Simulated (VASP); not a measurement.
# Ti (P6/mmm) in VASP: notebook

Ti is run at these levels: LDA; tasks: single point, relaxation of cell and atoms.

Program: VASP 6.6.1. These are calculated values, not measurements. Logs are shortened: lines on timing, memory, paths and dates and some standing lists are left out, and cuts for length are marked.

### Step 1. The cell of the first run

Symmetry: P6/mmm, No. 191, hexagonal system. Conventional cell: a = 3.790 Å, b = 3.790 Å, c = 2.334 Å, α = 90.00°, β = 90.00°, γ = 120.00°. Within 3.1 Å of Ti (site symmetry 6/mmm) lie 14 Ti at 2.33 to 2.48 Å. Ti (site symmetry -6m2) has 11 Ti at 2.19 to 2.48 Å within 2.9 Å.

### Step 2. Single point, LDA

The input, INCAR:

```
PREC     = Accurate       # precision mode
ENCUT    = 520            # plane-wave cutoff, eV
EDIFF    = 1E-6           # SCF threshold, eV
ISMEAR   = -1             # smearing method
SIGMA    = 0.1            # smearing width, eV
LREAL    = False          # projectors in reciprocal space
LASPH    = True           # aspherical terms in the spheres
NELM     = 60             # most SCF steps
ALGO     = Normal         # electronic algorithm
ISIF     = 2              # what is computed and relaxed
LWAVE    = False          # write WAVECAR
LCHARG   = False          # write CHGCAR
GGA      = CA             # functional
NBANDS   = 25             # bands
```

The input, KPOINTS:

```
Automatic mesh
0
Gamma
  10 10 13
```

The input, POSCAR:

```
Ti
1.0
    3.7900598105      0.0000000000      0.0000000000
   -1.8950299052      3.2822880777      0.0000000000
    0.0000000000      0.0000000000      2.3339407229
Ti
3
Direct
    0.0000000000      0.0000000000      0.0000000000
    0.3333333333      0.6666666667      0.5000000000
    0.6666666667      0.3333333333      0.5000000000
```

Potentials or basis: VASP PAW LDA potentials, release 64 (Ti_sv).

The run is started by

```console
> cat potpaw_LDA.64/Ti_sv/POTCAR > POTCAR
> mpirun -np 1 vasp_std > vasp.out
```

OUTCAR:

```text
PREC = Accurate
   ENCUT = 520
   EDIFF = 1E-6
   ISMEAR = -1
   LREAL = False
   LASPH = True
   NELM = 60
   ISIF = 2
   GGA = CA

 ion  position               nearest neighbor table
   1  0.000  0.000  0.000-   2 2.48   3 2.48   2 2.48   3 2.48   2 2.48   2 2.48   3 2.48   3 2.48
                             3 2.48   3 2.48   2 2.48   2 2.48
   2  0.333  0.667  0.500-   3 2.19   3 2.19   3 2.19   1 2.48   1 2.48   1 2.48   1 2.48   1 2.48
                             1 2.48
   3  0.667  0.333  0.500-   2 2.19   2 2.19   2 2.19   1 2.48   1 2.48   1 2.48   1 2.48   1 2.48
                             1 2.48

  LATTYP: Found a hexagonal cell.
 ALAT       =     3.7900598105
 C/A-ratio  =     0.6158057761

  Lattice vectors:

 A1 = (   3.7900598105,   0.0000000000,   0.0000000000)
 A2 = (  -1.8950299052,   3.2822880777,   0.0000000000)
 A3 = (   0.0000000000,   0.0000000000,   2.3339407229)

Analysis of symmetry for initial positions (statically):
=====================================================================
 Subroutine PRICEL returns:
 Original cell was already a primitive cell.

 Routine SETGRP: Setting up the symmetry group for a
 hexagonal supercell.

 Subroutine GETGRP returns: Found 24 space group operations
 (whereof 24 operations were pure point group operations)
 out of a pool of 24 trial point group operations.

The static configuration has the point symmetry D_6h.

Analysis of symmetry for dynamics (positions and initial velocities):
=====================================================================
 Subroutine PRICEL returns:
 Original cell was already a primitive cell.

 Routine SETGRP: Setting up the symmetry group for a
 hexagonal supercell.

 Subroutine GETGRP returns: Found 24 space group operations
 (whereof 24 operations were pure point group operations)
 out of a pool of 24 trial point group operations.

The dynamic configuration has the point symmetry D_6h.

 Subroutine INISYM returns: Found 24 space group operations
 (whereof 24 operations are pure point group operations),
 and found     1 'primitive' translations

----------------------------------------------------------------------------------------

                                     Primitive cell

  volume of cell :      29.0344

  direct lattice vectors                    reciprocal lattice vectors
     3.790059810  0.000000000  0.000000000     0.263848079  0.152332759  0.000000000
    -1.895029905  3.282288078  0.000000000     0.000000000  0.304665519  0.000000000
     0.000000000  0.000000000  2.333940723     0.000000000  0.000000000  0.428459896

  length of vectors
     3.790059810  3.790059810  2.333940723     0.304665519  0.304665519  0.428459896

  position of ions in fractional coordinates (direct lattice)
     0.000000000  0.000000000  0.000000000
     0.333333333  0.666666667  0.500000000
     0.666666667  0.333333333  0.500000000

  ion indices of the primitive-cell ions
   primitive index   ion index
                 1           1
                 2           2
                 3           3

----------------------------------------------------------------------------------------

 KPOINTS: Automatic mesh

Automatic generation of k-mesh.
 Grid dimensions read from file:
 generate k-points for:   10   10   13

 Generating k-lattice:

  Cartesian coordinates                     Fractional coordinates (reciprocal lattice)
     0.026384808  0.015233276  0.000000000     0.100000000 -0.000000000  0.000000000
     0.000000000  0.030466552  0.000000000     0.000000000  0.100000000  0.000000000
     0.000000000  0.000000000  0.032958454     0.000000000  0.000000000  0.076923077

  Length of vectors
     0.030466552  0.030466552  0.032958454

  Shift w.r.t. Gamma in fractional coordinates (k-lattice)
     0.000000000  0.000000000  0.000000000

 Subroutine IBZKPT returns following result:
 ===========================================

 Found     98 irreducible k-points:

 Following reciprocal coordinates:
            Coordinates               Weight
  0.000000  0.000000  0.000000      1.000000
  0.100000 -0.000000  0.000000      6.000000
  0.200000 -0.000000  0.000000      6.000000
  0.300000 -0.000000  0.000000      6.000000
  0.400000 -0.000000  0.000000      6.000000
  0.500000 -0.000000  0.000000      3.000000
[... 16 lines left out ...]
  0.300000  0.100000  0.076923     24.000000
  0.400000  0.100000  0.076923     24.000000
 [... further k-points ...]
   k-points           NKPTS =     98   k-points in BZ     NKDIM =     98   number of bands    NBANDS=     25
   number of dos      NEDOS =    301   number of ions     NIONS =      3
   total plane-waves  NPLWV =  14112
   dimension x,y,z NGX =    28 NGY =   28 NGZ =   18
   dimension x,y,z NGXF=    56 NGYF=   56 NGZF=   36
   ions per type =               3
   NGX,Y,Z   is equivalent  to a cutoff of  12.28, 12.28, 12.82 a.u.
   NGXF,Y,Z  is equivalent  to a cutoff of  24.56, 24.56, 25.64 a.u.
 SYSTEM =  unknown system
   PREC   = accura    normal or accurate (medium, high low for compatibility)
   ISTART =      0    job   : 0-new  1-cont  2-samecut
   ICHARG =      2    charge: 1-file 2-atom 10-const
   ISPIN  =      1    spin polarized calculation?
   LNONCOLLINEAR =      F non collinear calculations
   LSORBIT =      F    spin-orbit coupling
   LASPH  =      T    aspherical Exc in radial PAW
   ENCUT  =  520.0 eV  38.22 Ry    6.18 a.u.   7.05  7.05  4.34*2*pi/ulx,y,z
   NELM   =     60;   NELMIN=  2; NELMDL= -5     # of ELM steps
   EDIFF  = 0.1E-05   stopping-criterion for ELM
   LREAL  =      F    real-space projection
   EDIFFG = 0.1E-04   stopping-criterion for IOM
   NSW    =      0    number of steps for IOM
   IBRION =     -1    ionic relax: 0-MD 1-quasi-New 2-CG
   NFREE  =      0    steps in history (QN), initial steepest desc. (CG)
   ISIF   =      2    stress and relaxation
   ISYM   =      2    0-nonsym 1-usesym 2-fastsym
   POTIM  = 0.5000    time-step for ionic-motion
   TEBEG  =    0.0;   TEEND  =   0.0 temperature during run
   PSTRESS=    0.0 pullay stress
   NELECT =      36.0000    total number of electrons
   NUPDOWN=      -1.0000    fix difference up-down
   EMIN   =  10.00;   EMAX   =-10.00  energy-range for DOS
   EFERMI =   0.00;   METHOD = LEGACY
   ISMEAR =    -1;   SIGMA  =   0.10  broadening in eV -4-tet -1-fermi 0-gaus
   EFERMI_NEDOS =   21; number of points for ismear=-14 and -15
   IALGO  =     38    algorithm
   IMIX   =      4    mixing-type and parameters
     AMIX     =   0.40;   BMIX     =  1.00
     AMIX_MAG =   1.60;   BMIX_MAG =  1.00
  volume/ion in A,a.u.               =       9.68        65.31
  Fermi-wavevector in a.u.,A,eV,Ry     =   1.758753  3.323561 42.085697  3.093211
  Thomas-Fermi vector in A             =   2.827850
   LORBIT       =      0    0 simple, 1 ext, 2 COOP (PROOUT), +10 PAW based schemes
   GGA     = CA    functional components
   LHFCALC =     F    Hartree Fock is set to
   AEXX    =    0.0000 exact exchange contribution
   IVDW    =     0    specifies the selected vdW correction
   LEPSILON=     F    determine dielectric tensor
   LRPA    =     F    only Hartree local field effects (RPA)
 non-spin polarized calculation
  energy-cutoff  :      520.00
  volume of cell :       29.03
 maximum number of plane-waves:       796
   NGX = 15   NGY = 15   NGZ =  9

 number of electron      36.0000002 magnetization

 Free energy of the ion-electron system (eV)
  ---------------------------------------------------
  ext. energy  EPLUGINS =         0.00000000
  ---------------------------------------------------
  free energy    TOTEN  =       -20.02795275 eV

  energy without entropy =      -19.94090816  energy(sigma->0) =      -19.98443046

 E-fermi :  15.6298     XC(G=0): -14.8851

 val. band max:       15.6272492706   @ k =   0.4000  -0.0000   0.1538
 cond. band min:      15.6325671018   @ k =   0.3000  -0.0000   0.4615
 fundamental gap:      0.0053178312
 Fermi energy:        15.6297690981

 k-point     1 :       0.0000    0.0000    0.0000
  band No.  band energies     occupation
      1     -40.3753      2.00000
      2     -39.1920      2.00000
      3     -38.8035      2.00000
      4     -17.5106      2.00000
      5     -17.5106      2.00000
      6     -16.9787      2.00000
[... 17 lines left out ...]
     24      18.6208      0.00000
     25      18.6695      0.00000

 k-point     2 :       0.1000   -0.0000    0.0000
  band No.  band energies     occupation
      1     -40.3393      2.00000
      2     -39.2067      2.00000
      3     -38.8324      2.00000
      4     -17.7030      2.00000
      5     -17.6355      2.00000
      6     -16.7556      2.00000
[... 17 lines left out ...]
     24      18.1606      0.00000
     25      19.2747      0.00000

 k-point     3 :       0.2000   -0.0000    0.0000
  band No.  band energies     occupation
      1     -40.2349      2.00000
      2     -39.2500      2.00000
      3     -38.9138      2.00000
      4     -17.9872      2.00000
      5     -17.7168      2.00000
      6     -16.3836      2.00000
[... 17 lines left out ...]
     24      18.3294      0.00000
     25      19.9318      0.00000

 k-point     4 :       0.3000   -0.0000    0.0000
  band No.  band energies     occupation
      1     -40.0726      2.00000
      2     -39.3274      2.00000
      3     -39.0240      2.00000
      4     -18.2184      2.00000
      5     -17.6097      2.00000
      6     -16.0219      2.00000
[... 17 lines left out ...]
     24      19.0734      0.00000
     25      20.6727      0.00000
[... 477 lines left out ...]
 k-point    22 :       0.2000    0.1000    0.0769
  band No.  band energies     occupation
      1     -40.1011      2.00000
      2     -39.2742      2.00000
      3     -38.9661      2.00000
      4     -18.0290      2.00000
      5     -17.7312      2.00000
      6     -16.1121      2.00000
[... 17 lines left out ...]
     24      18.8084      0.00000
     25      20.6833      0.00000

 k-point    23 :       0.3000    0.1000    0.0769
  band No.  band energies     occupation
      1     -39.9214      2.00000
      2     -39.3636      2.00000
      3     -39.0788      2.00000
      4     -18.1925      2.00000
      5     -17.5371      2.00000
      6     -16.1154      2.00000
[... 17 lines left out ...]
     24      19.5450      0.00000
     25      20.1150      0.00000

 k-point    24 :       0.4000    0.1000    0.0769
  band No.  band energies     occupation
      1     -39.7159      2.00000
      2     -39.5156      2.00000
      3     -39.1464      2.00000
      4     -18.2809      2.00000
      5     -17.1835      2.00000
      6     -16.6014      2.00000
[... 17 lines left out ...]
     24      19.5915      0.00000
     25      20.5681      0.00000

 [... further k-points ...]
[... 5 lines left out ...]
  --------------------------------------------------------------------------------------
  -------------------------------------------------------------------------------------
  Total       25.4726713     25.4726713     25.4102367      0.0000000     -0.0000000      0.0000000
  in kB     1405.6347784   1405.6347783   1402.1895082      0.0000000     -0.0000000      0.0000000
  external PRESSURE =    1404.4863550 kB  Pullay stress =       0.0000000 kB

 VOLUME and BASIS-vectors are now :
 -----------------------------------------------------------------------------
  energy-cutoff  :      520.00
  volume of cell :       29.03
      direct lattice vectors                 reciprocal lattice vectors
     3.790059810  0.000000000  0.000000000     0.263848079  0.152332759  0.000000000
    -1.895029905  3.282288078  0.000000000     0.000000000  0.304665519  0.000000000
     0.000000000  0.000000000  2.333940723     0.000000000  0.000000000  0.428459896

 POSITION                                       TOTAL-FORCE (eV/Angst)
 -----------------------------------------------------------------------------------
      0.00000      0.00000      0.00000         0.000000      0.000000      0.000000
     -0.00000      2.18819      1.16697         0.000000      0.000000      0.000000
      1.89503      1.09410      1.16697        -0.000000      0.000000      0.000000
 -----------------------------------------------------------------------------------
    total drift:                               -0.000000      0.000000     -0.000000

  FREE ENERGIE OF THE ION-ELECTRON SYSTEM (eV)
  ---------------------------------------------------
  free  energy   TOTEN  =       -20.0279527537 eV

  energy  without entropy=      -19.9409081645  energy(sigma->0) =      -19.98443046
```

Wall time 1.8 min (1 thread of Intel Xeon 8259CL, shared host); peak memory 0.16 GiB.

What came out:

```
Free energy            : -20.0280 eV
Pressure               : 140.4 GPa
Band gap on the k mesh : zero (band 18 reaches 16.21 eV, above the bottom of band 19 at 15.04 eV)
```

[end of part 1 of 2]
